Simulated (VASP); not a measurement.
# Ga2SeS2 (P6/mmm) in VASP: single point with PBE

Aim: the single point of Ga2SeS2 with PBE.

Program: VASP 6.6.1. These are calculated values, not measurements. Logs are shortened: lines on timing, memory, paths and dates and some standing lists are left out, and cuts for length are marked.

## (1) The cell of the first run

It takes space group P6/mmm (No. 191, hexagonal). Conventional cell: a = 4.489 Å, b = 4.489 Å, c = 7.549 Å, α = 90.00°, β = 90.00°, γ = 120.00°. Ga (site symmetry 6mm) has 1 Se at 2.37 Å and 1 Ga at 2.80 Å and 6 S at 2.95 Å within 3.1 Å. Se (site symmetry 6/mmm) has 2 Ga at 2.37 Å within 3.1 Å. Within 3.4 Å of S (site symmetry -6m2) lie 3 S at 2.59 Å and 6 Ga at 2.95 Å.

## (2) Single point, PBE

Input file INCAR:

```
SYSTEM = Ga2SeS2
ALGO     = Normal         ! electronic algorithm
EDIFF    = 1E-6           ! SCF threshold, eV
ENCUT    = 500            ! plane-wave cutoff, eV
GGA      = PE             ! functional
GGA_COMPAT= .FALSE.      
ISIF     = 2              ! what is computed and relaxed
ISMEAR   = 0              ! smearing method
LASPH    = .TRUE.         ! aspherical terms in the spheres
LCHARG   = .TRUE.         ! write CHGCAR
LELF     = .TRUE.         ! ELF
LREAL    = .FALSE.        ! projectors in reciprocal space
LVHAR    = .TRUE.       
LWAVE    = .FALSE.        ! write WAVECAR
NBANDS   = 30             ! bands
NELM     = 120            ! most SCF steps
PREC     = Accurate       ! precision mode
SIGMA    = 0.1            ! smearing width, eV
```

Input file KPOINTS:

```
k-points
0
G
  12 12 6
  0 0 0
```

Input file POSCAR:

```
Ga2SeS2
1.0
    4.4888517579      0.0000000000      0.0000000000
   -2.2444258789      3.8874596561      0.0000000000
    0.0000000000      0.0000000000      7.5488680241
Ga Se S
2 1 2
Direct
    0.0000000000      0.0000000000      0.6855904508
    0.0000000000      0.0000000000      0.3144095492
    0.0000000000      0.0000000000      0.0000000000
    0.3333333333      0.6666666667      0.5000000000
    0.6666666667      0.3333333333      0.5000000000
```

Potentials or basis: VASP PAW PBE potentials, release 64 (Ga_d, Se, S).

The run is started by

```
$ cat potpaw_PBE.64/Ga_d/POTCAR potpaw_PBE.64/Se/POTCAR potpaw_PBE.64/S/POTCAR > POTCAR
$ mpirun -np 1 vasp_std > vasp.out
```

OUTCAR:

```text
SYSTEM = Ga2SeS2
   EDIFF = 1E-6
   ENCUT = 500
   GGA = PE
   ISIF = 2
   ISMEAR = 0
   LASPH = .TRUE.
   LREAL = .FALSE.
   NELM = 120
   PREC = Accurate

 ion  position               nearest neighbor table
   1  0.000  0.000  0.686-   3 2.37   2 2.80
   2  0.000  0.000  0.314-   3 2.37   1 2.80
   3  0.000  0.000  0.000-   1 2.37   2 2.37
   4  0.333  0.667  0.500-   5 2.59   5 2.59   5 2.59
   5  0.667  0.333  0.500-   4 2.59   4 2.59   4 2.59

  LATTYP: Found a hexagonal cell.
 ALAT       =     4.4888517579
 C/A-ratio  =     1.6816924308

  Lattice vectors:

 A1 = (   4.4888517579,   0.0000000000,   0.0000000000)
 A2 = (  -2.2444258789,   3.8874596561,   0.0000000000)
 A3 = (   0.0000000000,   0.0000000000,   7.5488680241)

Analysis of symmetry for initial positions (statically):
=====================================================================
 Subroutine PRICEL returns:
 Original cell was already a primitive cell.

 Routine SETGRP: Setting up the symmetry group for a
 hexagonal supercell.

 Subroutine GETGRP returns: Found 24 space group operations
 (whereof 24 operations were pure point group operations)
 out of a pool of 24 trial point group operations.

The static configuration has the point symmetry D_6h.

Analysis of symmetry for dynamics (positions and initial velocities):
=====================================================================
 Subroutine PRICEL returns:
 Original cell was already a primitive cell.

 Routine SETGRP: Setting up the symmetry group for a
 hexagonal supercell.

 Subroutine GETGRP returns: Found 24 space group operations
 (whereof 24 operations were pure point group operations)
 out of a pool of 24 trial point group operations.

The dynamic configuration has the point symmetry D_6h.

 Subroutine INISYM returns: Found 24 space group operations
 (whereof 24 operations are pure point group operations),
 and found     1 'primitive' translations

----------------------------------------------------------------------------------------

                                     Primitive cell

  volume of cell :     131.7295

  direct lattice vectors                    reciprocal lattice vectors
     4.488851758  0.000000000  0.000000000     0.222774120  0.128618698  0.000000000
    -2.244425879  3.887459656  0.000000000     0.000000000  0.257237396  0.000000000
     0.000000000  0.000000000  7.548868024     0.000000000  0.000000000  0.132470192

  length of vectors
     4.488851758  4.488851758  7.548868024     0.257237396  0.257237396  0.132470192

  position of ions in fractional coordinates (direct lattice)
     0.000000000  0.000000000  0.685590451
     0.000000000  0.000000000  0.314409549
     0.000000000  0.000000000  0.000000000
     0.333333333  0.666666667  0.500000000
     0.666666667  0.333333333  0.500000000

  ion indices of the primitive-cell ions
   primitive index   ion index
                 1           1
                 2           2
                 3           3
                 4           4
                 5           5

----------------------------------------------------------------------------------------

 KPOINTS: k-points

Automatic generation of k-mesh.
 Grid dimensions read from file:
 generate k-points for:   12   12    6

 Generating k-lattice:

  Cartesian coordinates                     Fractional coordinates (reciprocal lattice)
     0.018564510  0.010718225  0.000000000     0.083333333 -0.000000000  0.000000000
     0.000000000  0.021436450  0.000000000     0.000000000  0.083333333  0.000000000
     0.000000000  0.000000000  0.022078365     0.000000000  0.000000000  0.166666667

  Length of vectors
     0.021436450  0.021436450  0.022078365

  Shift w.r.t. Gamma in fractional coordinates (k-lattice)
     0.000000000  0.000000000  0.000000000

 Subroutine IBZKPT returns following result:
 ===========================================

 Found     76 irreducible k-points:

 Following reciprocal coordinates:
            Coordinates               Weight
  0.000000  0.000000  0.000000      1.000000
  0.083333 -0.000000  0.000000      6.000000
  0.166667  0.000000  0.000000      6.000000
  0.250000  0.000000  0.000000      6.000000
  0.333333 -0.000000  0.000000      6.000000
  0.416667  0.000000  0.000000      6.000000
[... 16 lines left out ...]
  0.250000  0.000000  0.166667     12.000000
  0.333333 -0.000000  0.166667     12.000000
 [... further k-points ...]
   k-points           NKPTS =     76   k-points in BZ     NKDIM =     76   number of bands    NBANDS=     30
   number of dos      NEDOS =    301   number of ions     NIONS =      5
   total plane-waves  NPLWV =  72576
   dimension x,y,z NGX =    36 NGY =   36 NGZ =   56
   dimension x,y,z NGXF=    72 NGYF=   72 NGZF=  112
   ions per type =               2   1   2
   NGX,Y,Z   is equivalent  to a cutoff of  13.33, 13.33, 12.33 a.u.
   NGXF,Y,Z  is equivalent  to a cutoff of  26.67, 26.67, 24.67 a.u.
 SYSTEM =  Ga2SeS2
   PREC   = accura    normal or accurate (medium, high low for compatibility)
   ISTART =      0    job   : 0-new  1-cont  2-samecut
   ICHARG =      2    charge: 1-file 2-atom 10-const
   ISPIN  =      1    spin polarized calculation?
   LNONCOLLINEAR =      F non collinear calculations
   LSORBIT =      F    spin-orbit coupling
   LASPH  =      T    aspherical Exc in radial PAW
   ENCUT  =  500.0 eV  36.75 Ry    6.06 a.u.   8.18  8.18 13.76*2*pi/ulx,y,z
   NELM   =    120;   NELMIN=  2; NELMDL= -5     # of ELM steps
   EDIFF  = 0.1E-05   stopping-criterion for ELM
   LREAL  =      F    real-space projection
   EDIFFG = 0.1E-04   stopping-criterion for IOM
   NSW    =      0    number of steps for IOM
   IBRION =     -1    ionic relax: 0-MD 1-quasi-New 2-CG
   NFREE  =      0    steps in history (QN), initial steepest desc. (CG)
   ISIF   =      2    stress and relaxation
   ISYM   =      2    0-nonsym 1-usesym 2-fastsym
   POTIM  = 0.5000    time-step for ionic-motion
   TEBEG  =    0.0;   TEEND  =   0.0 temperature during run
   PSTRESS=    0.0 pullay stress
   NELECT =      44.0000    total number of electrons
   NUPDOWN=      -1.0000    fix difference up-down
   EMIN   =  10.00;   EMAX   =-10.00  energy-range for DOS
   EFERMI =   0.00;   METHOD = LEGACY
   ISMEAR =     0;   SIGMA  =   0.10  broadening in eV -4-tet -1-fermi 0-gaus
   EFERMI_NEDOS =   21; number of points for ismear=-14 and -15
   IALGO  =     38    algorithm
   IMIX   =      4    mixing-type and parameters
     AMIX     =   0.40;   BMIX     =  1.00
     AMIX_MAG =   1.60;   BMIX_MAG =  1.00
  volume/ion in A,a.u.               =      26.35       177.79
  Fermi-wavevector in a.u.,A,eV,Ry     =   1.135877  2.146497 17.554469  1.290217
  Thomas-Fermi vector in A             =   2.272582
   LORBIT       =      0    0 simple, 1 ext, 2 COOP (PROOUT), +10 PAW based schemes
   GGA     = PE    functional components
   LHFCALC =     F    Hartree Fock is set to
   AEXX    =    0.0000 exact exchange contribution
   IVDW    =     0    specifies the selected vdW correction
   LEPSILON=     F    determine dielectric tensor
   LRPA    =     F    only Hartree local field effects (RPA)
 non-spin polarized calculation
 Gauss-broadening in eV      SIGMA  =   0.10
  energy-cutoff  :      500.00
  volume of cell :      131.73
 maximum number of plane-waves:      3369
 NGX is ok and might be reduce to    36
   NGX = 17   NGY = 17   NGZ = 27

 number of electron      44.0000014 magnetization

 Free energy of the ion-electron system (eV)
  ---------------------------------------------------
  ext. energy  EPLUGINS =         0.00000000
  ---------------------------------------------------
  free energy    TOTEN  =       -16.07766405 eV

  energy without entropy =      -16.06128502  energy(sigma->0) =      -16.06947454

 E-fermi :   2.0483     XC(G=0):  -8.6281

 val. band max:        2.0232120561   @ k =   0.0000   0.0000   0.1667
 cond. band min:       2.0528546396   @ k =   0.1667   0.0000   0.0000
 fundamental gap:      0.0296425834
 Fermi energy:         2.0483063195

 k-point     1 :       0.0000    0.0000    0.0000
  band No.  band energies     occupation
      1     -12.8545      2.00000
      2     -12.8182      2.00000
      3     -12.6345      2.00000
      4     -12.6345      2.00000
      5     -12.6100      2.00000
      6     -12.6100      2.00000
[... 22 lines left out ...]
     29       8.9298      0.00000
     30       8.9304      0.00000

 k-point     2 :       0.0833   -0.0000    0.0000
  band No.  band energies     occupation
      1     -12.8512      2.00000
      2     -12.8049      2.00000
      3     -12.6349      2.00000
      4     -12.6124      2.00000
      5     -12.6091      2.00000
      6     -12.5985      2.00000
[... 22 lines left out ...]
     29       8.6985      0.00000
     30       8.8366      0.00000

 k-point     3 :       0.1667    0.0000    0.0000
  band No.  band energies     occupation
      1     -12.8480      2.00000
      2     -12.7805      2.00000
      3     -12.6359      2.00000
      4     -12.6168      2.00000
      5     -12.6067      2.00000
      6     -12.5920      2.00000
[... 22 lines left out ...]
     29       8.3801      0.00000
     30       8.5663      0.00000

 k-point     4 :       0.2500    0.0000    0.0000
  band No.  band energies     occupation
      1     -12.8462      2.00000
      2     -12.7630      2.00000
      3     -12.6371      2.00000
      4     -12.6239      2.00000
      5     -12.6037      2.00000
      6     -12.5928      2.00000
[... 616 lines left out ...]
     29       8.3405      0.00000
     30       8.3475      0.00000

 k-point    23 :       0.2500    0.0000    0.1667
  band No.  band energies     occupation
      1     -12.8308      2.00000
      2     -12.7626      2.00000
      3     -12.6364      2.00000
      4     -12.6239      2.00000
      5     -12.6037      2.00000
      6     -12.5981      2.00000
[... 22 lines left out ...]
     29       7.9378      0.00000
     30       8.6030      0.00000

 k-point    24 :       0.3333   -0.0000    0.1667
  band No.  band energies     occupation
      1     -12.8297      2.00000
      2     -12.7509      2.00000
      3     -12.6375      2.00000
      4     -12.6319      2.00000
      5     -12.6007      2.00000
      6     -12.5976      2.00000
[... 22 lines left out ...]
     29       7.4086      0.00000
     30       8.6698      0.00000

 [... further k-points ...]

------------------------ aborting loop because EDIFF is reached ----------------------------------------

  FORCE on cell =-STRESS in cart. coord.  units (eV):
  Direction    XX          YY          ZZ          XY          YZ          ZX
  --------------------------------------------------------------------------------------
  -------------------------------------------------------------------------------------
  Total       -0.0106820     -0.0106820      0.0739684     -0.0000000     -0.0000000      0.0000000
  in kB       -0.1299209     -0.1299209      0.8996499     -0.0000000     -0.0000000      0.0000000
  external PRESSURE =       0.2132694 kB  Pullay stress =       0.0000000 kB

 VOLUME and BASIS-vectors are now :
 -----------------------------------------------------------------------------
  energy-cutoff  :      500.00
  volume of cell :      131.73
      direct lattice vectors                 reciprocal lattice vectors
     4.488851758  0.000000000  0.000000000     0.222774120  0.128618698  0.000000000
    -2.244425879  3.887459656  0.000000000     0.000000000  0.257237396  0.000000000
     0.000000000  0.000000000  7.548868024     0.000000000  0.000000000  0.132470192

 POSITION                                       TOTAL-FORCE (eV/Angst)
 -----------------------------------------------------------------------------------
      0.00000      0.00000      5.17543        -0.000000     -0.000000     -0.002216
      0.00000      0.00000      2.37344         0.000000      0.000000      0.002216
      0.00000      0.00000      0.00000         0.000000     -0.000000     -0.000000
     -0.00000      2.59164      3.77443        -0.000000      0.000000      0.000000
      2.24443      1.29582      3.77443         0.000000     -0.000000     -0.000000
 -----------------------------------------------------------------------------------
    total drift:                                0.000000     -0.000000     -0.000000

  FREE ENERGIE OF THE ION-ELECTRON SYSTEM (eV)
  ---------------------------------------------------
  free  energy   TOTEN  =       -16.0776640522 eV

  energy  without entropy=      -16.0612850178  energy(sigma->0) =      -16.06947454
```

Wall time 4.6 min (1 thread of Intel Xeon Platinum 8488C (Sapphire Rapids), shared host); peak memory 0.42 GiB.

Results:

* Free energy: -16.0777 eV
* Pressure: 0.0 GPa
* Band gap on the k mesh: zero (bands 22 and 23 overlap by 1.23 eV)

Forces in eV/Å, atoms in the order of the input:
```
Ga   0.000  0.000 -0.002
Ga   0.000  0.000  0.002
Se   0.000  0.000  0.000
S    0.000  0.000  0.000
S    0.000  0.000  0.000
```

Levels at points of the mesh, in eV from the Fermi level:
```csv
k point,band 20,band 21,band 22,band 23,band 24,band 25
"(0.00, 0.00, 0.00)",-2.09,-0.23,0.04,0.04,2.02,3.08
"(0.50, 0.00, 0.00)",-0.41,-0.39,0.18,1.34,1.35,2.58
"(0.00, 0.00, 0.50)",-1.82,-0.24,-0.21,-0.21,0.46,4.76
"(0.50, 0.00, 0.50)",-0.71,-0.54,0.08,0.70,1.34,2.65
```
